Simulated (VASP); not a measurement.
# NbSb3 (Pm-3m) in VASP: notebook, part 2 of 2

VASP 6.6.1. Earlier steps stand in the parts before.

### Step 4. Relaxation of cell and atoms, PBE

Input file INCAR:

```
SYSTEM = NbSb3
  ALGO = Normal
  EDIFF = 1E-6
  EDIFFG = -0.01
  ENCUT = 600
  GGA = PE
  IBRION = 2
  ISIF = 3
  ISMEAR = 0
  LASPH = .TRUE.
  LCHARG = .FALSE.
  LREAL = .FALSE.
  LWAVE = .FALSE.
  NELM = 80
  NSW = 100
  PREC = Accurate
  SIGMA = 0.1
```

Input file KPOINTS:

```
k-points
0
G
  10 10 10
  0 0 0
```

Input file POSCAR:

```
NbSb3
1.0
    4.5979822723      0.0000000000      0.0000000000
    0.0000000000      4.5979822723      0.0000000000
    0.0000000000      0.0000000000      4.5979822723
Nb Sb
1 3
Direct
    0.0000000000      0.0000000000      0.0000000000
    0.0000000000      0.5000000000      0.5000000000
    0.5000000000      0.0000000000      0.5000000000
    0.5000000000      0.5000000000      0.0000000000
```

Potentials or basis: VASP PAW PBE potentials, release 64 (Nb_sv, Sb).

Launch:

```console
> cat potpaw_PBE.64/Nb_sv/POTCAR potpaw_PBE.64/Sb/POTCAR > POTCAR
> mpirun -np 1 vasp_std > vasp.out
```

OUTCAR:

```text
SYSTEM = NbSb3
   EDIFF = 1E-6
   EDIFFG = -0.01
   ENCUT = 600
   GGA = PE
   IBRION = 2
   ISIF = 3
   ISMEAR = 0
   LASPH = .TRUE.
   LREAL = .FALSE.
   NELM = 80
   NSW = 100
   PREC = Accurate

 ion  position               nearest neighbor table
   1  0.000  0.000  0.000-   2 3.25   3 3.25   4 3.25   2 3.25   3 3.25   2 3.25   4 3.25   2 3.25
                             3 3.25   4 3.25   3 3.25   4 3.25
   2  0.000  0.500  0.500-   1 3.25   3 3.25   4 3.25   1 3.25   4 3.25   1 3.25   3 3.25   1 3.25
                             3 3.25   4 3.25   4 3.25   3 3.25
   3  0.500  0.000  0.500-   1 3.25   2 3.25   4 3.25   1 3.25   4 3.25   2 3.25   4 3.25   4 3.25
                             1 3.25   2 3.25   1 3.25   2 3.25
   4  0.500  0.500  0.000-   1 3.25   2 3.25   3 3.25   2 3.25   3 3.25   1 3.25   3 3.25   3 3.25
                             1 3.25   2 3.25   2 3.25   1 3.25

  LATTYP: Found a simple cubic cell.
 ALAT       =     4.5979822723
[... 267 lines left out ...]
  ext. energy  EPLUGINS =         0.00000000
  ---------------------------------------------------
  free energy    TOTEN  =       -20.54203362 eV

  energy without entropy =      -20.51375804  energy(sigma->0) =      -20.52789583

 E-fermi :   9.7573     XC(G=0): -10.8007

 val. band max:        9.7550155472   @ k =   0.4000   0.4000   0.2000
 cond. band min:       9.7756008567   @ k =   0.3000   0.3000   0.2000
 fundamental gap:      0.0205853095
 Fermi energy:         9.7573029177

 k-point     1 :       0.0000    0.0000    0.0000
  band No.  band energies     occupation
      1     -45.7772      2.00000
      2     -21.8279      2.00000
      3     -21.8279      2.00000
      4     -21.8279      2.00000
      5      -3.2542      2.00000
      6       2.1695      2.00000
[... 481 lines left out ...]
      5      -2.5142      2.00000
      6       0.3411      2.00000
[... 10 lines left out ...]
     17      10.9754      0.00000
     18      11.5285      0.00000

 [... further k-points ...]
[... 5 lines left out ...]
  --------------------------------------------------------------------------------------
  -------------------------------------------------------------------------------------
  Total        0.0038036      0.0038036      0.0038036     -0.0000000     -0.0000000      0.0000000
  in kB        0.0633882      0.0633882      0.0633882     -0.0000000     -0.0000000      0.0000000
  external PRESSURE =       0.0633882 kB  Pullay stress =       0.0000000 kB
[... 19 lines left out ...]
  FREE ENERGIE OF THE ION-ELECTRON SYSTEM (eV)
  ---------------------------------------------------
  free  energy   TOTEN  =       -20.5420336243 eV

  energy  without entropy=      -20.5137580409  energy(sigma->0) =      -20.52789583

 reached required accuracy - stopping structural energy minimisation
```

OSZICAR:

```text
N       E                     dE             d eps       ncg     rms          rms(c)
DAV:   1     0.234955752215E+03    0.23496E+03   -0.12710E+04  2016   0.152E+03
[... 25 lines left out ...]
DAV:   2    -0.205514586846E+02    0.29264E-02   -0.16616E-01  3138   0.281E+00    0.504E-01
DAV:   3    -0.205427383514E+02    0.87203E-02   -0.46656E-02  3046   0.100E+00    0.190E-01
DAV:   4    -0.205419023163E+02    0.83604E-03   -0.54676E-03  3306   0.611E-01    0.858E-02
DAV:   5    -0.205419705353E+02   -0.68219E-04   -0.44933E-04  3018   0.126E-01    0.536E-02
DAV:   6    -0.205420346230E+02   -0.64088E-04   -0.20922E-04  3660   0.995E-02    0.151E-02
DAV:   7    -0.205420332741E+02    0.13490E-05   -0.14813E-05  2414   0.309E-02    0.247E-03
DAV:   8    -0.205420336243E+02   -0.35025E-06   -0.80450E-07  1486   0.650E-03
   3 F= -.20542034E+02 E0= -.20527896E+02  d E =-.287714E-02
```

CONTCAR:

```text
NbSb3
   1.00000000000000
     4.5810774534174294   -0.0000000000000000    0.0000000000000000
    -0.0000000000000000    4.5810774534174294    0.0000000000000000
    -0.0000000000000000    0.0000000000000000    4.5810774534174294
  Nb              Sb
     1     3
Direct
     0.0000000000000000    0.0000000000000000    0.0000000000000000
     0.0000000000000000    0.5000000000000000    0.5000000000000000
     0.5000000000000000    0.0000000000000000    0.5000000000000000
     0.5000000000000000    0.5000000000000000    0.0000000000000000

  0.00000000E+00  0.00000000E+00  0.00000000E+00
  0.00000000E+00  0.00000000E+00  0.00000000E+00
  0.00000000E+00  0.00000000E+00  0.00000000E+00
  0.00000000E+00  0.00000000E+00  0.00000000E+00
```

Run time: 2.8 min. Hardware: 1 thread of Intel Xeon Platinum 8488C (Sapphire Rapids), shared host; peak memory 0.32 GiB.

Results:

```yaml
Free_energy: -20.5420 eV
Relaxed_volume: 24.03 Å³/atom
Relaxed_cell: a = 4.581 Å, b = 4.581 Å, c = 4.581 Å, α = 90.00°, β = 90.00°, γ = 90.00°
Space_group_after_relaxing_to_0.1_Å: Pm-3m (No. 221)
Energy_gained_by_relaxing: 0.7 meV/atom
Ionic_steps: 3
Pressure_after_relaxing: 0.0 GPa
Band_gap_on_the_k_mesh: zero (bands 14 and 15 overlap by 0.90 eV)
```

Step by step:
```csv
step,energy change (eV),largest force (eV/Å),pressure (GPa),volume (Å³)
1,0.0000,0.0000,-0.85,97.21
2,-0.0015,0.0000,0.61,95.40
3,-0.0029,0.0000,0.01,96.14
```

Final structure:
```cif
data_structure
_symmetry_space_group_name_H-M 'P 1'
_symmetry_Int_Tables_number 1
_cell_length_a 4.5811
_cell_length_b 4.5811
_cell_length_c 4.5811
_cell_angle_alpha 90.000
_cell_angle_beta 90.000
_cell_angle_gamma 90.000
_cell_volume 96.14
loop_
_atom_site_label
_atom_site_type_symbol
_atom_site_fract_x
_atom_site_fract_y
_atom_site_fract_z
_atom_site_occupancy
Nb1 Nb 0.00000 0.00000 0.00000 1
Sb1 Sb 0.00000 0.50000 0.50000 1
Sb2 Sb 0.50000 0.00000 0.50000 1
Sb3 Sb 0.50000 0.50000 0.00000 1
```

Levels at points of the mesh, in eV from the Fermi level:
```
           k point  band 11  band 12  band 13  band 14  band 15  band 16  band 17  band 18
(0.00, 0.00, 0.00)    -0.45    -0.45    -0.45    -0.01    -0.01     0.04     0.50     0.50
(0.50, 0.00, 0.00)    -1.81    -1.81    -1.80    -0.87    -0.34     0.38     0.63     0.63
(0.50, 0.50, 0.00)    -2.65    -1.71    -1.02    -1.02    -0.06    -0.05     0.74     2.98
(0.50, 0.50, 0.50)    -5.12    -0.62     0.33     0.33     0.84     0.84     0.84     4.19
```

Caveat: spin-orbit coupling is left out, which moves the levels of the heavy elements.

### Step 5. Summary

| task | cell | k mesh | cutoff (eV) | gap on the mesh (eV) | pressure (GPa) |
| --- | --- | --- | --- | --- | --- |
| single point | a = 4.598 Å, 4 atoms | 4 × 4 × 4 | 520 | none | -0.9 |
| single point | a = 4.583 Å, 4 atoms | 10 × 10 × 10 | 520 | none | -0.1 |
| relaxation of cell and atoms | relaxed from a = 4.598 Å, 4 atoms | 10 × 10 × 10 | 600 | none | 0.0 |

Alike in all rows: level PBE; potentials or basis VASP PAW PBE potentials, release 64 (Nb_sv, Sb); no spin polarisation; smearing gaussian 0.1 eV.

Caveats: spin-orbit coupling is left out, which moves the levels of the heavy elements.

Absolute energies hang on the potentials; compare differences alone.

The gap in the log of VASP goes by the Fermi energy; the results here count the filled bands.